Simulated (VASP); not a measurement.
# HfC in VASP: a series of runs

The runs below take HfC through electric field gradients, with PBEsol.

Program: VASP 6.6.1. These are calculated values, not measurements. Logs are shortened: lines on timing, memory, paths and dates and some standing lists are left out, and cuts for length are marked.

### Step 1. The cell of the first run

Symmetry: Fm-3m, No. 225, cubic system. The conventional cell has a = 4.619 Å, b = 4.619 Å, c = 4.619 Å, α = 90.00°, β = 90.00°, γ = 90.00°. Within 3.1 Å of Hf (site symmetry m-3m) lie 6 C at 2.31 Å. C (site symmetry m-3m) has 6 Hf at 2.31 Å within 3.1 Å.

### Step 2. Electric field gradients, PBEsol (12.32 Å³/atom)

Input file INCAR:

```
PREC = Accurate
ENCUT = 520
EDIFF = 1E-8
ISMEAR = -1
SIGMA = 0.05
LREAL = F
LASPH = T
NELM = 120
ALGO = Normal
ISIF = 2
LWAVE = F
LCHARG = F
GGA = PS
LEFG = T
NBANDS = 14
GGA_COMPAT = F
```

Input file KPOINTS:

```
Automatic mesh
0
Gamma
  15 15 15
```

Input file POSCAR:

```
HfC
1.0
    0.0000000000      2.3093955030      2.3093955030
    2.3093955030      0.0000000000      2.3093955030
    2.3093955030      2.3093955030      0.0000000000
Hf C
1 1
Direct
    0.5000000000      0.5000000000      0.5000000000
    0.0000000000      0.0000000000      0.0000000000
```

Potentials or basis: VASP PAW PBE potentials, release 64 (Hf_pv, C).

Launch:

```console
$ cat potpaw_PBE.64/Hf_pv/POTCAR potpaw_PBE.64/C/POTCAR > POTCAR
$ mpirun -np 1 vasp_std > vasp.out
```

OUTCAR:

```text
PREC = Accurate
   ENCUT = 520
   EDIFF = 1E-8
   ISMEAR = -1
   LREAL = F
   LASPH = T
   NELM = 120
   ISIF = 2
   GGA = PS

 ion  position               nearest neighbor table
   1  0.500  0.500  0.500-   2 2.31   2 2.31   2 2.31   2 2.31   2 2.31   2 2.31
   2  0.000  0.000  0.000-   1 2.31   1 2.31   1 2.31   1 2.31   1 2.31   1 2.31

  LATTYP: Found a face centered cubic cell.
 ALAT       =     4.6187910060

  Lattice vectors:

 A1 = (   0.0000000000,   2.3093955030,   2.3093955030)
 A2 = (   2.3093955030,   0.0000000000,   2.3093955030)
 A3 = (   2.3093955030,   2.3093955030,   0.0000000000)

Analysis of symmetry for initial positions (statically):
=====================================================================
 Subroutine PRICEL returns:
 Original cell was already a primitive cell.

 Routine SETGRP: Setting up the symmetry group for a
 face centered cubic supercell.

 Subroutine GETGRP returns: Found 48 space group operations
 (whereof 48 operations were pure point group operations)
 out of a pool of 48 trial point group operations.

The static configuration has the point symmetry O_h .

Analysis of symmetry for dynamics (positions and initial velocities):
=====================================================================
 Subroutine PRICEL returns:
 Original cell was already a primitive cell.

 Routine SETGRP: Setting up the symmetry group for a
 face centered cubic supercell.

 Subroutine GETGRP returns: Found 48 space group operations
 (whereof 48 operations were pure point group operations)
 out of a pool of 48 trial point group operations.

The dynamic configuration has the point symmetry O_h .

 Subroutine INISYM returns: Found 48 space group operations
 (whereof 48 operations are pure point group operations),
 and found     1 'primitive' translations

----------------------------------------------------------------------------------------

                                     Primitive cell

  volume of cell :      24.6334

  direct lattice vectors                    reciprocal lattice vectors
     0.000000000  2.309395503  2.309395503    -0.216506873  0.216506873  0.216506873
     2.309395503  0.000000000  2.309395503     0.216506873 -0.216506873  0.216506873
     2.309395503  2.309395503  0.000000000     0.216506873  0.216506873 -0.216506873

  length of vectors
     3.265978441  3.265978441  3.265978441     0.375000905  0.375000905  0.375000905

  position of ions in fractional coordinates (direct lattice)
     0.500000000  0.500000000  0.500000000
     0.000000000  0.000000000  0.000000000

  ion indices of the primitive-cell ions
   primitive index   ion index
                 1           1
                 2           2

----------------------------------------------------------------------------------------

 KPOINTS: Automatic mesh

Automatic generation of k-mesh.
 Grid dimensions read from file:
 generate k-points for:   15   15   15

 Generating k-lattice:

  Cartesian coordinates                     Fractional coordinates (reciprocal lattice)
    -0.014433792  0.014433792  0.014433792     0.066666667  0.000000000  0.000000000
     0.014433792 -0.014433792  0.014433792     0.000000000  0.066666667  0.000000000
     0.014433792  0.014433792 -0.014433792     0.000000000  0.000000000  0.066666667

  Length of vectors
     0.025000060  0.025000060  0.025000060

  Shift w.r.t. Gamma in fractional coordinates (k-lattice)
     0.000000000  0.000000000  0.000000000

 Subroutine IBZKPT returns following result:
 ===========================================

 Found    120 irreducible k-points:

 Following reciprocal coordinates:
            Coordinates               Weight
  0.000000  0.000000  0.000000      1.000000
  0.066667  0.000000  0.000000      8.000000
  0.133333  0.000000  0.000000      8.000000
  0.200000  0.000000  0.000000      8.000000
  0.266667  0.000000  0.000000      8.000000
  0.333333  0.000000  0.000000      8.000000
[... 16 lines left out ...]
  0.133333  0.133333  0.000000      6.000000
  0.200000  0.133333  0.000000     24.000000
 [... further k-points ...]
   k-points           NKPTS =    120   k-points in BZ     NKDIM =    120   number of bands    NBANDS=     14
   number of dos      NEDOS =    301   number of ions     NIONS =      2
   total plane-waves  NPLWV =  13824
   dimension x,y,z NGX =    24 NGY =   24 NGZ =   24
   dimension x,y,z NGXF=    48 NGYF=   48 NGZF=   48
   ions per type =               1   1
   NGX,Y,Z   is equivalent  to a cutoff of  12.22, 12.22, 12.22 a.u.
   NGXF,Y,Z  is equivalent  to a cutoff of  24.43, 24.43, 24.43 a.u.
 SYSTEM =  unknown system
   PREC   = accura    normal or accurate (medium, high low for compatibility)
   ISTART =      0    job   : 0-new  1-cont  2-samecut
   ICHARG =      2    charge: 1-file 2-atom 10-const
   ISPIN  =      1    spin polarized calculation?
   LNONCOLLINEAR =      F non collinear calculations
   LSORBIT =      F    spin-orbit coupling
   LASPH  =      T    aspherical Exc in radial PAW
   ENCUT  =  520.0 eV  38.22 Ry    6.18 a.u.   6.07  6.07  6.07*2*pi/ulx,y,z
   NELM   =    120;   NELMIN=  2; NELMDL= -5     # of ELM steps
   EDIFF  = 0.1E-07   stopping-criterion for ELM
   LREAL  =      F    real-space projection
   EDIFFG = 0.1E-06   stopping-criterion for IOM
   NSW    =      0    number of steps for IOM
   IBRION =     -1    ionic relax: 0-MD 1-quasi-New 2-CG
   NFREE  =      0    steps in history (QN), initial steepest desc. (CG)
   ISIF   =      2    stress and relaxation
   ISYM   =      2    0-nonsym 1-usesym 2-fastsym
   POTIM  = 0.5000    time-step for ionic-motion
   TEBEG  =    0.0;   TEEND  =   0.0 temperature during run
   PSTRESS=    0.0 pullay stress
   NELECT =      14.0000    total number of electrons
   NUPDOWN=      -1.0000    fix difference up-down
   EMIN   =  10.00;   EMAX   =-10.00  energy-range for DOS
   EFERMI =   0.00;   METHOD = LEGACY
   ISMEAR =    -1;   SIGMA  =   0.05  broadening in eV -4-tet -1-fermi 0-gaus
   EFERMI_NEDOS =   21; number of points for ismear=-14 and -15
   IALGO  =     38    algorithm
   IMIX   =      4    mixing-type and parameters
     AMIX     =   0.40;   BMIX     =  1.00
     AMIX_MAG =   1.60;   BMIX_MAG =  1.00
  volume/ion in A,a.u.               =      12.32        83.12
  Fermi-wavevector in a.u.,A,eV,Ry     =   1.356050  2.562564 25.019385  1.838873
  Thomas-Fermi vector in A             =   2.483086
   LORBIT       =      0    0 simple, 1 ext, 2 COOP (PROOUT), +10 PAW based schemes
   GGA     = PS    functional components
   LHFCALC =     F    Hartree Fock is set to
   AEXX    =    0.0000 exact exchange contribution
   IVDW    =     0    specifies the selected vdW correction
   LEPSILON=     F    determine dielectric tensor
   LRPA    =     F    only Hartree local field effects (RPA)
 non-spin polarized calculation
  energy-cutoff  :      520.00
  volume of cell :       24.63
 maximum number of plane-waves:       680
   NGX = 13   NGY = 13   NGZ = 13

 number of electron      14.0000002 magnetization

 Free energy of the ion-electron system (eV)
  ---------------------------------------------------
  ext. energy  EPLUGINS =         0.00000000
  ---------------------------------------------------
  free energy    TOTEN  =       -22.19479205 eV

  energy without entropy =      -22.19167914  energy(sigma->0) =      -22.19323559

 E-fermi :   5.9267     XC(G=0): -12.5202

 val. band max:        5.9204697157   @ k =   0.4000   0.3333   0.0000
 cond. band min:       5.9489442431   @ k =   0.3333   0.2667   0.0000
 fundamental gap:      0.0284745274
 Fermi energy:         5.9267499885

 k-point     1 :       0.0000    0.0000    0.0000
  band No.  band energies     occupation
      1     -23.4403      2.00000
      2     -23.4403      2.00000
      3     -23.4403      2.00000
      4      -6.4296      2.00000
      5       6.9994      0.00000
      6       6.9994      0.00000
      7       6.9994      0.00000
      8       7.3121      0.00000
      9       7.3121      0.00000
     10       7.3121      0.00000
     11       9.3883      0.00000
     12       9.3883      0.00000
     13      13.0330      0.00000
     14      16.9659      0.00000

 k-point     2 :       0.0667    0.0000    0.0000
  band No.  band energies     occupation
      1     -23.4746      2.00000
      2     -23.4435      2.00000
      3     -23.4435      2.00000
      4      -6.3129      2.00000
      5       6.1459      0.02469
      6       6.4078      0.00013
      7       6.4078      0.00013
      8       7.5660      0.00000
      9       7.5660      0.00000
     10       7.8830      0.00000
     11       9.9648      0.00000
     12       9.9648      0.00000
     13      13.2869      0.00000
     14      17.2925      0.00000

 k-point     3 :       0.1333    0.0000    0.0000
  band No.  band energies     occupation
      1     -23.5704      2.00000
      2     -23.4527      2.00000
      3     -23.4527      2.00000
      4      -5.9738      2.00000
      5       4.9883      2.00000
      6       5.5286      1.99930
      7       5.5286      1.99930
      8       7.9467      0.00000
      9       7.9467      0.00000
     10       8.3288      0.00000
     11      11.1670      0.00000
     12      11.1670      0.00000
     13      13.9352      0.00000
     14      18.1910      0.00000
[... 324 lines left out ...]
 k-point    23 :       0.1333    0.1333    0.0000
  band No.  band energies     occupation
      1     -23.5615      2.00000
      2     -23.4825      2.00000
      3     -23.4825      2.00000
      4      -5.8490      2.00000
      5       4.2169      2.00000
      6       5.8851      1.39356
      7       5.8851      1.39356
      8       6.5358      0.00001
      9       9.2842      0.00000
     10       9.2842      0.00000
     11       9.6644      0.00000
     12      11.6727      0.00000
     13      14.7275      0.00000
     14      18.5726      0.00000

 k-point    24 :       0.2000    0.1333    0.0000
  band No.  band energies     occupation
      1     -23.6504      2.00000
      2     -23.5031      2.00000
      3     -23.4953      2.00000
      4      -5.4933      2.00000
      5       3.4489      2.00000
      6       5.2317      2.00000
      7       5.5159      1.99946
      8       6.6789      0.00000
      9       9.4827      0.00000
     10       9.7979      0.00000
     11      10.5807      0.00000
     12      12.3696      0.00000
     13      15.6492      0.00000
     14      19.5032      0.00000

 [... further k-points ...]

------------------------ aborting loop because EDIFF is reached ----------------------------------------

  FORCE on cell =-STRESS in cart. coord.  units (eV):
  Direction    XX          YY          ZZ          XY          YZ          ZX
  --------------------------------------------------------------------------------------
  -------------------------------------------------------------------------------------
  Total       -0.3447169     -0.3447169     -0.3447169      0.0000000     -0.0000000     -0.0000000
  in kB      -22.4206521    -22.4206521    -22.4206521      0.0000000     -0.0000000     -0.0000000
  external PRESSURE =     -22.4206521 kB  Pullay stress =       0.0000000 kB

 VOLUME and BASIS-vectors are now :
 -----------------------------------------------------------------------------
  energy-cutoff  :      520.00
  volume of cell :       24.63
      direct lattice vectors                 reciprocal lattice vectors
     0.000000000  2.309395503  2.309395503    -0.216506873  0.216506873  0.216506873
     2.309395503  0.000000000  2.309395503     0.216506873 -0.216506873  0.216506873
     2.309395503  2.309395503  0.000000000     0.216506873  0.216506873 -0.216506873

 POSITION                                       TOTAL-FORCE (eV/Angst)
 -----------------------------------------------------------------------------------
      2.30940      2.30940      2.30940        -0.000000     -0.000000     -0.000000
      0.00000      0.00000      0.00000         0.000000      0.000000      0.000000
 -----------------------------------------------------------------------------------
    total drift:                                0.000000     -0.000000      0.000000

  FREE ENERGIE OF THE ION-ELECTRON SYSTEM (eV)
  ---------------------------------------------------
  free  energy   TOTEN  =       -22.1947920505 eV

  energy  without entropy=      -22.1916791393  energy(sigma->0) =      -22.19323559

 Electric field gradients (V/A^2)
---------------------------------------------------------------------
 ion       V_xx      V_yy      V_zz      V_xy      V_xz      V_yz
---------------------------------------------------------------------
   1       0.000    -0.000    -0.000    -0.000    -0.000    -0.000
   2       0.000     0.000     0.000     0.000     0.000     0.000
---------------------------------------------------------------------

 Electric field gradients after diagonalization (V/A^2)
 (convention: |V_zz| > |V_xx| > |V_yy|)
----------------------------------------------------------------------
 ion       V_xx      V_yy      V_zz     asymmetry (V_yy - V_xx)/ V_zz
----------------------------------------------------------------------
   1       0.000     0.000    -0.000       0.000
   2      -0.000    -0.000     0.001       0.000
----------------------------------------------------------------------

           NMR quadrupolar parameters

 Cq : quadrupolar parameter    Cq=e*Q*V_zz/h
 eta: asymmetry parameters     (V_yy - V_xx)/ V_zz
 Q  : nuclear electric quadrupole moment in mb (millibarn)
----------------------------------------------------------------------
 ion       Cq(MHz)       eta       Q (mb)
----------------------------------------------------------------------
   1      -0.000       0.000       1.000
   2       0.000       0.000       1.000
----------------------------------------------------------------------
```

Run time: 59 s. Hardware: 1 thread of Intel Xeon 8259CL, shared host; peak memory 0.17 GiB.

Results:

```yaml
Free_energy: -22.1948 eV
Pressure: -2.2 GPa
Band_gap_on_the_k_mesh: zero (bands 7 and 8 overlap by 1.46 eV)
Largest_electric_field_gradient_by_atom: zero within the noise of the run
```

Caveat: the PAW data sets were made with another functional, which shifts forces and pressure a little; spin-orbit coupling is left out, which moves the levels of the heavy elements.

(Part 1 of 2 ends here.)
